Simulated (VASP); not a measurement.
# Hg (P6_3/mmc) in VASP: notebook, part 2 of 2

VASP 6.6.1. The steps go on from the part before.

**3. Single point, PBEsol+D3(BJ) (21.34 Å³/atom)**

The input, INCAR:

```
  PREC = Accurate
  ENCUT = 520
  EDIFF = 1E-7
  ISMEAR = 0
  SIGMA = 0.15
  LREAL = False
  LASPH = True
  NELM = 100
  ALGO = Fast
  ISIF = 2
  LWAVE = False
  LCHARG = False
  GGA = PS
  IVDW = 12
  NBANDS = 19
```

The input, KPOINTS:

```
Automatic mesh
0
Gamma
  18 18 10
```

The input, POSCAR:

```
Hg
1.0
    3.1962900726      0.0000000000      0.0000000000
   -1.5981450363      2.7680684007      0.0000000000
    0.0000000000      0.0000000000      4.8241606065
Hg
2
Direct
    0.6666666667      0.3333333333      0.7500000000
    0.3333333333      0.6666666667      0.2500000000
```

Potentials or basis: VASP PAW PBE potentials, release 64 (Hg).

Launch:

```
$ cat potpaw_PBE.64/Hg/POTCAR > POTCAR
$ mpirun -np 1 vasp_std > vasp.out
```

OUTCAR:

```text
PREC = Accurate
   ENCUT = 520
   EDIFF = 1E-7
   ISMEAR = 0
   LREAL = False
   LASPH = True
   NELM = 100
   ISIF = 2
   GGA = PS
   IVDW = 12
 IVDW          = 12

 ion  position               nearest neighbor table
   1  0.667  0.333  0.750-   2 3.04   2 3.04   2 3.04   2 3.04   2 3.04   2 3.04
   2  0.333  0.667  0.250-   1 3.04   1 3.04   1 3.04   1 3.04   1 3.04   1 3.04

  LATTYP: Found a hexagonal cell.
 ALAT       =     3.1962900726
 C/A-ratio  =     1.5093000000

  Lattice vectors:

 A1 = (   3.1962900726,   0.0000000000,   0.0000000000)
 A2 = (  -1.5981450363,   2.7680684007,   0.0000000000)
 A3 = (   0.0000000000,   0.0000000000,   4.8241606065)

Analysis of symmetry for initial positions (statically):
=====================================================================
 Subroutine PRICEL returns:
 Original cell was already a primitive cell.

 Routine SETGRP: Setting up the symmetry group for a
 hexagonal supercell.

 Subroutine GETGRP returns: Found 24 space group operations
 (whereof 12 operations were pure point group operations)
 out of a pool of 24 trial point group operations.

The static configuration has the point symmetry D_3d.
[... 164 lines left out ...]

 E-fermi :   3.4186     XC(G=0): -11.6085

 val. band max:        3.4162623087   @ k =   0.2778   0.2222   0.2000
 cond. band min:       3.4240465662   @ k =   0.2778   0.2222   0.1000
 fundamental gap:      0.0077842575
 Fermi energy:         3.4185760031

 k-point     1 :       0.0000    0.0000    0.0000
  band No.  band energies     occupation
      1      -6.5804      2.00000
      2      -5.1166      2.00000
      3      -3.8426      2.00000
      4      -3.8426      2.00000
      5      -3.6725      2.00000
      6      -3.6444      2.00000
[... 505 lines left out ...]
      6      -3.3840      2.00000
[... 11 lines left out ...]
     18      15.0988      0.00000
     19      15.5469      0.00000

 [... further k-points ...]

------------------------ aborting loop because EDIFF is reached ----------------------------------------

 Edisp (eV)   -0.93885

 E8    (eV) :    -0.6372

  FORCE on cell =-STRESS in cart. coord.  units (eV):
  Direction    XX          YY          ZZ          XY          YZ          ZX
  --------------------------------------------------------------------------------------
  -------------------------------------------------------------------------------------
  Total       0.54502     0.54502     0.62123     0.00000    -0.00000     0.00000
  in kB      20.45878    20.45878    23.31953     0.00000    -0.00000     0.00000
  external pressure =       21.41 kB  Pullay stress =        0.00 kB

 VOLUME and BASIS-vectors are now :
 -----------------------------------------------------------------------------
  energy-cutoff  :      520.00
  volume of cell :       42.68
      direct lattice vectors                 reciprocal lattice vectors
     3.196290073  0.000000000  0.000000000     0.312862718  0.180631375  0.000000000
    -1.598145036  2.768068401  0.000000000     0.000000000  0.361262749  0.000000000
     0.000000000  0.000000000  4.824160606     0.000000000  0.000000000  0.207289948

 POSITION                                       TOTAL-FORCE (eV/Angst)
 -----------------------------------------------------------------------------------
      1.59815      0.92269      3.61812        -0.000000      0.000000      0.000000
     -0.00000      1.84538      1.20604         0.000000      0.000000      0.000000
 -----------------------------------------------------------------------------------
    total drift:                               -0.000000      0.000000     -0.000000

  FREE ENERGIE OF THE ION-ELECTRON SYSTEM (eV)
  ---------------------------------------------------
  free  energy   TOTEN  =        -1.9476970367 eV

  energy  without entropy=       -1.9388332621  energy(sigma->0) =       -1.94326515
```

Wall time 2 min (1 thread of Intel Xeon 8259CL, shared host); peak memory 0.27 GiB.

Results:

```
Free energy                : -1.9477 eV
Pressure                   : 2.1 GPa
Band gap on the k mesh     : zero (bands 12 and 13 overlap by 1.04 eV)
Dispersion energy per atom : -0.469 eV
```

Caveat: the PAW data sets were made with another functional, which shifts forces and pressure a little; spin-orbit coupling is left out, which moves the levels of the heavy elements.

**4. Single point, PBEsol+D3(BJ) (21.78 Å³/atom)**

This run uses another cell than the first one, of 21.78 Å³/atom.

The input, INCAR:

```
ALGO     = Fast           # electronic algorithm
EDIFF    = 1E-6           # SCF threshold, eV
ENCUT    = 520            # plane-wave cutoff, eV
GGA      = PS             # functional
ISIF     = 2              # what is computed and relaxed
ISMEAR   = 0              # smearing method
IVDW     = 12             # dispersion correction
LASPH    = True           # aspherical terms in the spheres
LCHARG   = False          # write CHGCAR
LREAL    = False          # projectors in reciprocal space
LWAVE    = False          # write WAVECAR
NBANDS   = 19             # bands
NELM     = 80             # most SCF steps
PREC     = Accurate       # precision mode
SIGMA    = 0.15           # smearing width, eV
```

The input, KPOINTS:

```
k-points
0
Gamma
  18 18 10
```

The input, POSCAR:

```
Hg
1.0
    3.2395185889      0.0000000000      0.0000000000
   -1.6197592944      2.8055053940      0.0000000000
    0.0000000000      0.0000000000      4.7922198486
Hg
2
Direct
    0.6666666667      0.3333333333      0.7500000000
    0.3333333333      0.6666666667      0.2500000000
```

Launch:

```
$ cat potpaw_PBE.64/Hg/POTCAR > POTCAR
$ mpirun -np 1 vasp_std > vasp.out
```

Wall time 1.9 min (1 thread of Intel Xeon 8259CL, shared host); peak memory 0.28 GiB.

The run converged. Its results:

```yaml
Free_energy: -1.9568 eV
Pressure: 1.0 GPa
Band_gap_on_the_k_mesh: zero (bands 12 and 13 overlap by 1.17 eV)
Dispersion_energy_per_atom: -0.460 eV
```

Stress tensor (GPa, compression positive):
```
1.07 0.00 0.00
0.00 1.07 0.00
0.00 0.00 0.81
```

Levels at points of the mesh, in eV from the Fermi level:
```
           k point  band 9  band 10  band 11  band 12  band 13  band 14  band 15  band 16
(0.00, 0.00, 0.00)   -6.95    -5.94    -5.94    -1.45    -0.24    11.82    11.82    12.46
(0.50, 0.00, 0.00)   -5.91    -5.69    -2.90    -2.89     3.71     3.82     4.42     6.12
(0.00, 0.00, 0.50)   -6.19    -6.19    -6.19    -6.19     9.00     9.00    12.69    12.69
(0.50, 0.00, 0.50)   -5.96    -5.96    -1.73    -1.73    -0.32    -0.32     9.00     9.00
```

Caveat: the PAW data sets were made with another functional, which shifts forces and pressure a little; spin-orbit coupling is left out, which moves the levels of the heavy elements.

**5. Single point, PBEsol+D3(BJ) (21.78 Å³/atom)**

This run uses another cell than the first one, of 21.78 Å³/atom.

The input, INCAR:

```
  PREC = Accurate
  ENCUT = 520
  EDIFF = 1E-6
  ISMEAR = 0
  SIGMA = 0.15
  LREAL = False
  LASPH = True
  NELM = 100
  ALGO = Fast
  ISIF = 2
  LWAVE = False
  LCHARG = False
  GGA = PS
  IVDW = 12
  NBANDS = 19
```

The input, KPOINTS:

```
regular mesh
0
Gamma
  18 18 10
```

The input, POSCAR:

```
Hg
1.0
    3.1121880803      0.0000000000      0.0000000000
   -1.5560940402      2.6952339389      0.0000000000
    0.0000000000      0.0000000000      5.1923745932
Hg
2
Direct
    0.6666666667      0.3333333333      0.7500000000
    0.3333333333      0.6666666667      0.2500000000
```

Launch:

```
$ cat potpaw_PBE.64/Hg/POTCAR > POTCAR
$ mpirun -np 1 vasp_std > vasp.out
```

Run time: 2 min. Hardware: 1 thread of Intel Xeon 8259CL, shared host; peak memory 0.28 GiB.

It converged, with:

```yaml
Free_energy: -1.9569 eV
Pressure: 0.6 GPa
Band_gap_on_the_k_mesh: zero (bands 12 and 13 overlap by 1.97 eV)
Dispersion_energy_per_atom: -0.460 eV
```

Levels at points of the mesh, in eV from the Fermi level:
```tsv
k point	band 8	band 9	band 10	band 11	band 12	band 13	band 14	band 15	band 16	band 17
(0.00, 0.00, 0.00)	-6.65	-6.65	-5.92	-5.92	-2.08	-1.61	13.40	13.66	13.66	14.17
(0.50, 0.00, 0.00)	-5.81	-5.77	-5.68	-2.34	-2.20	2.85	2.93	4.09	7.43	7.44
(0.00, 0.00, 0.50)	-6.90	-6.17	-6.17	-6.17	-6.17	6.60	6.60	13.67	13.67	14.66
(0.50, 0.00, 0.50)	-5.91	-5.71	-5.71	-1.37	-1.37	-0.25	-0.25	9.78	9.78	9.99
```

Caveat: the PAW data sets were made with another functional, which shifts forces and pressure a little; spin-orbit coupling is left out, which moves the levels of the heavy elements.

**6. Single point, PBEsol+D3(BJ) (21.78 Å³/atom)**

This run uses another cell than the first one, of 21.78 Å³/atom.

The input, INCAR:

```
SYSTEM = Hg
ALGO     = Fast           ! electronic algorithm
EDIFF    = 1E-6           ! SCF threshold, eV
ENCUT    = 520            ! plane-wave cutoff, eV
GGA      = PS             ! functional
ISIF     = 2              ! what is computed and relaxed
ISMEAR   = 0              ! smearing method
IVDW     = 12             ! dispersion correction
LASPH    = .TRUE.         ! aspherical terms in the spheres
LCHARG   = .FALSE.        ! write CHGCAR
LREAL    = .FALSE.        ! projectors in reciprocal space
LWAVE    = .FALSE.        ! write WAVECAR
NBANDS   = 19             ! bands
NELM     = 100            ! most SCF steps
PREC     = Accurate       ! precision mode
SIGMA    = 0.15           ! smearing width, eV
```

The input, KPOINTS:

```
k-points
0
G
  18 18 10
  0 0 0
```

The input, POSCAR:

```
Hg
1.0
    3.0709020420      0.0000000000      0.0000000000
   -1.5354510210      2.6594791809      0.0000000000
    0.0000000000      0.0000000000      5.3329284861
Hg
2
Direct
    0.6666666667      0.3333333333      0.7500000000
    0.3333333333      0.6666666667      0.2500000000
```

Potentials or basis: VASP PAW PBE potentials, release 64 (Hg).

Launch:

```
$ cat potpaw_PBE.64/Hg/POTCAR > POTCAR
$ mpirun -np 1 vasp_std > vasp.out
```

Run time: 2.2 min. Hardware: 1 thread of Intel Xeon 8259CL, shared host; peak memory 0.28 GiB.

Results (log left out):

```yaml
Free_energy: -1.9562 eV
Pressure: 0.5 GPa
Band_gap_on_the_k_mesh: zero (bands 12 and 13 overlap by 2.46 eV)
Dispersion_energy_per_atom: -0.460 eV
```

Stress tensor (GPa, compression positive):
```
0.62 0.00 0.00
0.00 0.62 0.00
0.00 0.00 0.28
```

Levels at points of the mesh, in eV from the Fermi level:
```csv
k point,band 8,band 9,band 10,band 11,band 12,band 13,band 14,band 15,band 16,band 17
"(0.00, 0.00, 0.00)",-6.59,-6.59,-5.97,-5.97,-2.30,-2.09,13.07,13.66,14.25,14.25
"(0.50, 0.00, 0.00)",-5.91,-5.73,-5.66,-2.22,-2.02,2.51,2.67,3.97,7.23,7.84
"(0.00, 0.00, 0.50)",-6.97,-6.20,-6.20,-6.20,-6.20,5.80,5.80,13.94,13.94,15.18
"(0.50, 0.00, 0.50)",-5.97,-5.69,-5.69,-1.31,-1.31,-0.24,-0.24,9.43,9.43,10.01
```

Caveat: the PAW data sets were made with another functional, which shifts forces and pressure a little; spin-orbit coupling is left out, which moves the levels of the heavy elements.

**7. Summary**

```tsv
cell	further INCAR settings	gap on the mesh (eV)	pressure (GPa)
a = 3.112, b = 3.112, c = 5.089 Å, angles 90.0, 90.0, 120.0°, 2 atoms	ALGO = Fast; EDIFF = 1e-06; NBANDS = 19	none	1.8
a = 3.196, b = 3.196, c = 4.824 Å, angles 90.0, 90.0, 120.0°, 2 atoms	ALGO = Fast; EDIFF = 1e-07; NBANDS = 19	none	2.1
a = 3.240, b = 3.240, c = 4.792 Å, angles 90.0, 90.0, 120.0°, 2 atoms	ALGO = Fast; EDIFF = 1e-06; NBANDS = 19	none	1.0
a = 3.112, b = 3.112, c = 5.192 Å, angles 90.0, 90.0, 120.0°, 2 atoms	ALGO = Fast; EDIFF = 1e-06; NBANDS = 19	none	0.6
a = 3.071, b = 3.071, c = 5.333 Å, angles 90.0, 90.0, 120.0°, 2 atoms	ALGO = Fast; EDIFF = 1e-06; NBANDS = 19	none	0.5
```

Alike in all rows: task single point; level PBEsol+D3(BJ); potentials or basis VASP PAW PBE potentials, release 64 (Hg); no spin polarisation; k mesh 18 × 18 × 10; cutoff (eV) 520; smearing gaussian 0.15 eV.

Caveats: the PAW data sets were made with another functional, which shifts forces and pressure a little; spin-orbit coupling is left out, which moves the levels of the heavy elements.

Total energies depend on the potentials used, so only differences within one code and one set of settings carry meaning.
